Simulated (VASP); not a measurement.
# Al (I4/mmm) in VASP: notebook, part 2 of 2

VASP 6.6.1. The steps go on from the part before.

## 3. Single point, PBE (volume 18.282 Å^3 an atom, c/a of the conventional cell 0.8612)

Contents of INCAR:

```
SYSTEM = Al
PREC = Accurate
ENCUT = 520
EDIFF = 1E-7
ISMEAR = 0
SIGMA = 0.15
LREAL = .False.
LASPH = .True.
NELM = 100
ALGO = Normal
ISIF = 2
LWAVE = .False.
LCHARG = .True.
GGA = PE
LELF = .True.
LVHAR = .True.
NBANDS = 8
```

Contents of KPOINTS:

```
regular mesh
0
Gamma
  22 22 22
  0 0 0
```

Contents of POSCAR:

```
Al
1.0
   -1.7442948453      1.7442948453      1.5021867208
    1.7442948453     -1.7442948453      1.5021867208
    1.7442948453      1.7442948453     -1.5021867208
Al
1
Direct
    0.0000000000      0.0000000000      0.0000000000
```

Potentials or basis: VASP PAW PBE potentials, release 64 (Al).

On the command line:

```bash
$ cat potpaw_PBE.64/Al/POTCAR > POTCAR
$ mpirun -np 1 vasp_std > vasp.out
```

OUTCAR:

```text
SYSTEM = Al
   PREC = Accurate
   ENCUT = 520
   EDIFF = 1E-7
   ISMEAR = 0
   LREAL = .False.
   LASPH = .True.
   NELM = 100
   ISIF = 2
   GGA = PE

 ion  position               nearest neighbor table
   1  0.000  0.000  0.000-

  LATTYP: Found a body centered tetragonal cell.
 ALAT       =     3.4885896906
 C/A-ratio  =     0.8612000000

  Lattice vectors:

 A1 = (  -1.7442948453,   1.7442948453,   1.5021867208)
 A2 = (   1.7442948453,  -1.7442948453,   1.5021867208)
 A3 = (   1.7442948453,   1.7442948453,  -1.5021867208)

Analysis of symmetry for initial positions (statically):
=====================================================================
 Subroutine PRICEL returns:
 Original cell was already a primitive cell.

 Routine SETGRP: Setting up the symmetry group for a
 body centered tetragonal supercell.

 Subroutine GETGRP returns: Found 16 space group operations
 (whereof 16 operations were pure point group operations)
 out of a pool of 16 trial point group operations.

The static configuration has the point symmetry D_4h.

[... 155 lines left out ...]
  free energy    TOTEN  =        -3.64889334 eV

  energy without entropy =       -3.64346575  energy(sigma->0) =       -3.64617955

 E-fermi :   6.9421     XC(G=0):  -9.8306

 val. band max:        6.9407120823   @ k =  -0.3182  -0.3182   0.1364
 cond. band min:       6.9435932922   @ k =  -0.1818   0.4545   0.1364
 fundamental gap:      0.0028812099
 Fermi energy:         6.9420680644

 k-point     1 :       0.0000    0.0000    0.0000
  band No.  band energies     occupation
      1      -3.4772      2.00000
      2      17.6059      0.00000
      3      19.0503      0.00000
      4      19.0503      0.00000
      5      20.5025      0.00000
      6      21.0911      0.00000
      7      21.0911      0.00000
      8      21.4897      0.00000
[... 243 lines left out ...]
 k-point    24 :      -0.4545    0.0455    0.0000
  band No.  band energies     occupation
      1       1.7167      2.00000
      2       5.6664      2.00000
      3      12.8223      0.00000
      4      14.4299      0.00000
      5      15.6762      0.00000
      6      17.8612      0.00000
      7      25.6917      0.00000
      8      27.6321      0.00000

 [... further k-points ...]
[... 5 lines left out ...]
  --------------------------------------------------------------------------------------
  -------------------------------------------------------------------------------------
  Total       -0.4554456     -0.4554456     -0.6563666      0.0000000     -0.0000000      0.0000000
  in kB      -39.9138307    -39.9138307    -57.5219201      0.0000000     -0.0000000      0.0000000
  external PRESSURE =     -45.7831939 kB  Pullay stress =       0.0000000 kB

 VOLUME and BASIS-vectors are now :
 -----------------------------------------------------------------------------
  energy-cutoff  :      520.00
  volume of cell :       18.28
      direct lattice vectors                 reciprocal lattice vectors
    -1.744294845  1.744294845  1.502186721     0.000000000  0.286648786  0.332848103
     1.744294845 -1.744294845  1.502186721     0.286648786  0.000000000  0.332848103
     1.744294845  1.744294845 -1.502186721     0.286648786  0.286648786  0.000000000

 POSITION                                       TOTAL-FORCE (eV/Angst)
 -----------------------------------------------------------------------------------
      0.00000      0.00000      0.00000         0.000000      0.000000     -0.000000
 -----------------------------------------------------------------------------------
    total drift:                                0.000000      0.000000      0.000000

  FREE ENERGIE OF THE ION-ELECTRON SYSTEM (eV)
  ---------------------------------------------------
  free  energy   TOTEN  =        -3.6488933449 eV

  energy  without entropy=       -3.6434657544  energy(sigma->0) =       -3.64617955
```

OSZICAR:

```text
N       E                     dE             d eps       ncg     rms          rms(c)
DAV:   1    -0.239458952486E+01   -0.23946E+01   -0.81940E+02 13384   0.200E+02
DAV:   2    -0.366336576376E+01   -0.12688E+01   -0.12292E+01 18416   0.176E+01
DAV:   3    -0.367024939340E+01   -0.68836E-02   -0.68793E-02 17000   0.144E+00
DAV:   4    -0.367026581610E+01   -0.16423E-04   -0.16423E-04 19984   0.626E-02
DAV:   5    -0.367026585878E+01   -0.42676E-07   -0.42175E-07 17128   0.198E-03    0.111E+00
DAV:   6    -0.365770467158E+01    0.12561E-01   -0.22196E-03 15792   0.214E-01    0.644E-01
DAV:   7    -0.364890298562E+01    0.88017E-02   -0.64961E-03 15400   0.346E-01    0.126E-01
DAV:   8    -0.364889480219E+01    0.81834E-05   -0.20158E-05 19192   0.307E-02    0.733E-03
DAV:   9    -0.364889394289E+01    0.85931E-06   -0.95806E-07 16976   0.387E-03    0.865E-04
DAV:  10    -0.364889339097E+01    0.55191E-06   -0.70226E-09 18720   0.515E-04    0.132E-04
DAV:  11    -0.364889334488E+01    0.46094E-07   -0.41166E-10  9144   0.101E-04
   1 F= -.36488933E+01 E0= -.36461795E+01  d E =-.542759E-02
```

stdout:

```text
POSCAR found type information on POSCAR Al
 POSCAR found :  1 types and       1 ions
 scaLAPACK will be used
 LDA part: xc-table for (Slater+PW92), standard interpolation
 POSCAR, INCAR and KPOINTS ok, starting setup
 FFT: planning ... GRIDC
 FFT: planning ... GRID_SOFT
 FFT: planning ... GRID
 WAVECAR not read
 entering main loop
```

Wall time 100 s (1 thread of AMD EPYC 7R43 (Zen 3), shared host); peak memory 0.18 GiB.

Results:

| Item | Value |
| --- | --- |
| Free energy | -3.6489 eV |
| Pressure | -4.6 GPa |

Stress tensor (GPa, compression positive):
```
-3.99  0.00  0.00
 0.00 -3.99  0.00
 0.00  0.00 -5.75
```

## 4. Single point, PBE (volume 18.282 Å^3 an atom, c/a of the conventional cell 0.9280)

Contents of INCAR:

```
SYSTEM = Al
ALGO = Normal
EDIFF = 1E-7
ENCUT = 520
GGA = PE
ISIF = 2
ISMEAR = 0
LASPH = .True.
LCHARG = .False.
LREAL = .False.
LWAVE = .False.
NBANDS = 8
NELM = 80
PREC = Accurate
SIGMA = 0.15
```

Contents of KPOINTS:

```
k-points
0
Gamma
  22 22 22
  0 0 0
```

Contents of POSCAR:

```
Al
1.0
   -1.7013953663      1.7013953663      1.5788948999
    1.7013953663     -1.7013953663      1.5788948999
    1.7013953663      1.7013953663     -1.5788948999
Al
1
Direct
    0.0000000000      0.0000000000      0.0000000000
```

On the command line:

```bash
$ cat potpaw_PBE.64/Al/POTCAR > POTCAR
$ mpirun -np 1 vasp_std > vasp.out
```

It took 2.1 min on 1 thread of AMD EPYC 7R43 (Zen 3), shared host; peak memory 0.18 GiB.

It converged, with:

| Quantity | Value |
| --- | --- |
| Free energy | -3.6376 eV |
| Pressure | -4.6 GPa |

Stress tensor (GPa, compression positive):
```
-4.00  0.00  0.00
 0.00 -4.00  0.00
 0.00  0.00 -5.70
```

Levels at points of the mesh, in eV from the Fermi level:
```csv
k point,band 1,band 2,band 3,band 4,band 5,band 6
"(0.00, 0.00, 0.00)",-10.42,11.64,12.87,12.87,13.32,13.32
"(0.50, 0.00, 0.00)",-3.80,-3.49,7.06,7.60,8.75,10.35
"(0.50, 0.50, 0.00)",-4.17,-4.13,8.38,9.11,10.47,11.18
"(0.50, 0.50, 0.50)",1.11,1.11,2.80,2.81,3.08,5.21
```

## 5. Single point, PBE (volume 18.282 Å^3 an atom, c/a of the conventional cell 1.2513)

Contents of INCAR:

```
PREC     = Accurate       # precision mode
ENCUT    = 520            # plane-wave cutoff, eV
EDIFF    = 1E-6           # SCF threshold, eV
ISMEAR   = 0              # smearing method
SIGMA    = 0.15           # smearing width, eV
LREAL    = False          # projectors in reciprocal space
LASPH    = True           # aspherical terms in the spheres
NELM     = 60             # most SCF steps
ALGO     = Normal         # electronic algorithm
ISIF     = 2              # what is computed and relaxed
LWAVE    = False          # write WAVECAR
LCHARG   = False          # write CHGCAR
GGA      = PE             # functional
NBANDS   = 8              # bands
```

Contents of KPOINTS:

```
Automatic mesh
0
Gamma
  22 22 22
```

Contents of POSCAR:

```
Al
1.0
   -1.5400474060      1.5400474060      1.9270613191
    1.5400474060     -1.5400474060      1.9270613191
    1.5400474060      1.5400474060     -1.9270613191
Al
1
Direct
    0.0000000000      0.0000000000      0.0000000000
```

Potentials or basis: VASP PAW PBE potentials, release 64 (Al).

On the command line:

```bash
$ cat potpaw_PBE.64/Al/POTCAR > POTCAR
$ mpirun -np 1 vasp_std > vasp.out
```

OUTCAR:

```text
PREC = Accurate
   ENCUT = 520
   EDIFF = 1E-6
   ISMEAR = 0
   LREAL = False
   LASPH = True
   NELM = 60
   ISIF = 2
   GGA = PE

 ion  position               nearest neighbor table
   1  0.000  0.000  0.000-

  LATTYP: Found a body centered tetragonal cell.
 ALAT       =     3.0800948120
 C/A-ratio  =     1.2513000000

  Lattice vectors:

 A1 = (  -1.5400474060,   1.5400474060,   1.9270613191)
 A2 = (   1.5400474060,  -1.5400474060,   1.9270613191)
 A3 = (   1.5400474060,   1.5400474060,  -1.9270613191)

Analysis of symmetry for initial positions (statically):
=====================================================================
 Subroutine PRICEL returns:
 Original cell was already a primitive cell.

 Routine SETGRP: Setting up the symmetry group for a
 body centered tetragonal supercell.

 Subroutine GETGRP returns: Found 16 space group operations
 (whereof 16 operations were pure point group operations)
 out of a pool of 16 trial point group operations.

The static configuration has the point symmetry D_4h.

Analysis of symmetry for dynamics (positions and initial velocities):
[... 153 lines left out ...]
  ---------------------------------------------------
  free energy    TOTEN  =        -3.69071204 eV

  energy without entropy =       -3.68535949  energy(sigma->0) =       -3.68803576

 E-fermi :   6.9329     XC(G=0):  -9.8314

 val. band max:        6.9275872723   @ k =  -0.0909   0.3636   0.0455
 cond. band min:       6.9374373890   @ k =  -0.3182   0.5000   0.3182
 fundamental gap:      0.0098501167
 Fermi energy:         6.9329209164

 k-point     1 :       0.0000    0.0000    0.0000
  band No.  band energies     occupation
      1      -3.4730      2.00000
      2      18.8270      0.00000
      3      18.8270      0.00000
      4      19.6420      0.00000
      5      19.9876      0.00000
      6      19.9876      0.00000
      7      20.0066      0.00000
      8      22.9400      0.00000
[... 243 lines left out ...]
 k-point    24 :      -0.4545    0.0455    0.0000
  band No.  band energies     occupation
      1       1.3766      2.00000
      2       4.4802      2.00000
      3      15.6406      0.00000
      4      16.1100      0.00000
      5      18.4011      0.00000
      6      18.9394      0.00000
      7      21.2839      0.00000
      8      24.1770      0.00000

 [... further k-points ...]
[... 5 lines left out ...]
  --------------------------------------------------------------------------------------
  -------------------------------------------------------------------------------------
  Total       -0.7901205     -0.7901205     -0.3566167      0.0000000     -0.0000000      0.0000000
  in kB      -69.2436911    -69.2436911    -31.2527705      0.0000000     -0.0000000      0.0000000
  external PRESSURE =     -56.5800509 kB  Pullay stress =       0.0000000 kB

 VOLUME and BASIS-vectors are now :
 -----------------------------------------------------------------------------
  energy-cutoff  :      520.00
  volume of cell :       18.28
      direct lattice vectors                 reciprocal lattice vectors
    -1.540047406  1.540047406  1.927061319     0.000000000  0.324665330  0.259462423
     1.540047406 -1.540047406  1.927061319     0.324665330  0.000000000  0.259462423
     1.540047406  1.540047406 -1.927061319     0.324665330  0.324665330  0.000000000

 POSITION                                       TOTAL-FORCE (eV/Angst)
 -----------------------------------------------------------------------------------
      0.00000      0.00000      0.00000        -0.000000      0.000000     -0.000000
 -----------------------------------------------------------------------------------
    total drift:                                0.000000      0.000000      0.000000

  FREE ENERGIE OF THE ION-ELECTRON SYSTEM (eV)
  ---------------------------------------------------
  free  energy   TOTEN  =        -3.6907120379 eV

  energy  without entropy=       -3.6853594913  energy(sigma->0) =       -3.68803576
```

Run time: 1.7 min. Hardware: 1 thread of AMD EPYC 7R43 (Zen 3), shared host; peak memory 0.18 GiB.

Results:

| Item | Value |
| --- | --- |
| Free energy | -3.6907 eV |
| Pressure | -5.7 GPa |

Levels at points of the mesh, in eV from the Fermi level:
```tsv
k point	band 1	band 2	band 3	band 4	band 5	band 6
(0.00, 0.00, 0.00)	-10.41	11.89	11.89	12.71	13.05	13.05
(0.50, 0.00, 0.00)	-4.15	-4.12	9.14	9.83	10.83	11.50
(0.50, 0.50, 0.00)	-3.14	-2.36	5.62	5.88	6.41	9.00
(0.50, 0.50, 0.50)	-1.42	0.12	3.85	3.85	4.44	6.73
```

## 6. Single point, PBE (volume 18.282 Å^3 an atom, c/a of the conventional cell 1.0776)

Contents of INCAR:

```
SYSTEM = Al
ALGO = Normal
EDIFF = 1E-6
ENCUT = 520
GGA = PE
ISIF = 2
ISMEAR = 0
LASPH = .True.
LCHARG = .True.
LELF = .True.
LREAL = .False.
LVHAR = .True.
LWAVE = .False.
NBANDS = 8
NELM = 60
PREC = Accurate
SIGMA = 0.15
```

Contents of KPOINTS:

```
k-points
0
Gamma
  22 22 22
  0 0 0
```

Contents of POSCAR:

```
Al
1.0
   -1.6187087346      1.6187087346      1.7443205324
    1.6187087346     -1.6187087346      1.7443205324
    1.6187087346      1.6187087346     -1.7443205324
Al
1
Direct
    0.0000000000      0.0000000000      0.0000000000
```

Potentials or basis: VASP PAW PBE potentials, release 64 (Al).

On the command line:

```bash
$ cat potpaw_PBE.64/Al/POTCAR > POTCAR
$ mpirun -np 1 vasp_std > vasp.out
```

OUTCAR:

```text
SYSTEM = Al
   EDIFF = 1E-6
   ENCUT = 520
   GGA = PE
   ISIF = 2
   ISMEAR = 0
   LASPH = .True.
   LREAL = .False.
   NELM = 60
   PREC = Accurate

 ion  position               nearest neighbor table
   1  0.000  0.000  0.000-

  LATTYP: Found a body centered tetragonal cell.
 ALAT       =     3.2374174692
 C/A-ratio  =     1.0776000000

  Lattice vectors:

 A1 = (  -1.6187087346,   1.6187087346,   1.7443205324)
 A2 = (   1.6187087346,  -1.6187087346,   1.7443205324)
 A3 = (   1.6187087346,   1.6187087346,  -1.7443205324)

Analysis of symmetry for initial positions (statically):
=====================================================================
 Subroutine PRICEL returns:
 Original cell was already a primitive cell.

 Routine SETGRP: Setting up the symmetry group for a
 body centered tetragonal supercell.

 Subroutine GETGRP returns: Found 16 space group operations
 (whereof 16 operations were pure point group operations)
 out of a pool of 16 trial point group operations.
[... 156 lines left out ...]
  ext. energy  EPLUGINS =         0.00000000
  ---------------------------------------------------
  free energy    TOTEN  =        -3.63866084 eV

  energy without entropy =       -3.63347142  energy(sigma->0) =       -3.63606613

 E-fermi :   6.9618     XC(G=0):  -9.8342

 val. band max:        6.9609352527   @ k =   0.3182   0.3182   0.1364
 cond. band min:       6.9627092293   @ k =  -0.1818  -0.3182   0.0455
 fundamental gap:      0.0017739766
 Fermi energy:         6.9618340738

 k-point     1 :       0.0000    0.0000    0.0000
  band No.  band energies     occupation
      1      -3.4699      2.00000
      2      19.1835      0.00000
      3      19.1835      0.00000
      4      19.8807      0.00000
      5      20.2930      0.00000
      6      20.2930      0.00000
      7      20.7461      0.00000
      8      21.5653      0.00000
[... 243 lines left out ...]
 k-point    24 :      -0.4545    0.0455    0.0000
  band No.  band energies     occupation
      1       1.4398      2.00000
      2       4.8000      2.00000
      3      14.3443      0.00000
      4      15.2241      0.00000
      5      17.4923      0.00000
      6      18.4761      0.00000
      7      23.7107      0.00000
      8      27.6116      0.00000

 [... further k-points ...]
[... 5 lines left out ...]
  --------------------------------------------------------------------------------------
  -------------------------------------------------------------------------------------
  Total       -0.6184485     -0.6184485     -0.3414316      0.0000000     -0.0000000      0.0000000
  in kB      -54.1988912    -54.1988912    -29.9219980      0.0000000     -0.0000000      0.0000000
  external PRESSURE =     -46.1065935 kB  Pullay stress =       0.0000000 kB

 VOLUME and BASIS-vectors are now :
 -----------------------------------------------------------------------------
  energy-cutoff  :      520.00
  volume of cell :       18.28
      direct lattice vectors                 reciprocal lattice vectors
    -1.618708735  1.618708735  1.744320532     0.000000000  0.308888183  0.286644565
     1.618708735 -1.618708735  1.744320532     0.308888183  0.000000000  0.286644565
     1.618708735  1.618708735 -1.744320532     0.308888183  0.308888183  0.000000000

 POSITION                                       TOTAL-FORCE (eV/Angst)
 -----------------------------------------------------------------------------------
      0.00000      0.00000      0.00000         0.000000      0.000000     -0.000000
 -----------------------------------------------------------------------------------
    total drift:                                0.000000      0.000000      0.000000

  FREE ENERGIE OF THE ION-ELECTRON SYSTEM (eV)
  ---------------------------------------------------
  free  energy   TOTEN  =        -3.6386608432 eV

  energy  without entropy=       -3.6334714210  energy(sigma->0) =       -3.63606613
```

OSZICAR:

```text
N       E                     dE             d eps       ncg     rms          rms(c)
DAV:   1    -0.236648811912E+01   -0.23665E+01   -0.82999E+02 13344   0.202E+02
DAV:   2    -0.365336828521E+01   -0.12869E+01   -0.12546E+01 18728   0.176E+01
DAV:   3    -0.366055944862E+01   -0.71912E-02   -0.71843E-02 16656   0.144E+00
DAV:   4    -0.366057977811E+01   -0.20329E-04   -0.20330E-04 19928   0.700E-02
DAV:   5    -0.366057985494E+01   -0.76832E-07   -0.76698E-07 16832   0.284E-03    0.110E+00
DAV:   6    -0.364765717419E+01    0.12923E-01   -0.23300E-03 14904   0.218E-01    0.634E-01
DAV:   7    -0.363867038792E+01    0.89868E-02   -0.68070E-03 14920   0.352E-01    0.126E-01
DAV:   8    -0.363866158621E+01    0.88017E-05   -0.21803E-05 18304   0.320E-02    0.816E-03
DAV:   9    -0.363866084323E+01    0.74298E-06   -0.10073E-06 17112   0.396E-03
   1 F= -.36386608E+01 E0= -.36360661E+01  d E =-.518942E-02
```

stdout:

```text
POSCAR found type information on POSCAR Al
 POSCAR found :  1 types and       1 ions
 scaLAPACK will be used
 LDA part: xc-table for (Slater+PW92), standard interpolation
 POSCAR, INCAR and KPOINTS ok, starting setup
 FFT: planning ... GRIDC
 FFT: planning ... GRID_SOFT
 FFT: planning ... GRID
 WAVECAR not read
 entering main loop
```

Wall time 95 s (1 thread of AMD EPYC 7R43 (Zen 3), shared host); peak memory 0.18 GiB.

Results:

| Property | Result |
| --- | --- |
| Free energy | -3.6387 eV |
| Pressure | -4.6 GPa |

Levels at points of the mesh, in eV from the Fermi level:
```
           k point  band 1  band 2  band 3  band 4  band 5  band 6
(0.00, 0.00, 0.00)  -10.43   12.22   12.22   12.92   13.33   13.33
(0.50, 0.00, 0.00)   -4.03   -3.94    7.90    8.56    9.85   10.90
(0.50, 0.50, 0.00)   -3.70   -3.30    6.65    7.15    8.21   10.03
(0.50, 0.50, 0.50)    0.52    2.27    2.37    2.37    3.53    4.97
```

## 7. Overview

```tsv
cell	gap on the mesh (eV)	pressure (GPa)
a = 2.889 Å, angles 113.7, 113.7, 101.2°, 1 atom	none	-5.0
a = 2.888 Å, angles 105.7, 105.7, 117.3°, 1 atom	none	-4.6
a = 2.878 Å, angles 107.5, 107.5, 113.5°, 1 atom	none	-4.6
a = 2.908 Å, angles 116.0, 116.0, 97.0°, 1 atom	none	-5.7
a = 2.878 Å, angles 111.6, 111.6, 105.4°, 1 atom	none	-4.6
```

Alike in all rows: task single point; level PBE; potentials or basis VASP PAW PBE potentials, release 64 (Al); no spin polarisation; k mesh 22 × 22 × 22; cutoff (eV) 520; smearing gaussian 0.15 eV.

Absolute energies hang on the potentials; compare differences alone.
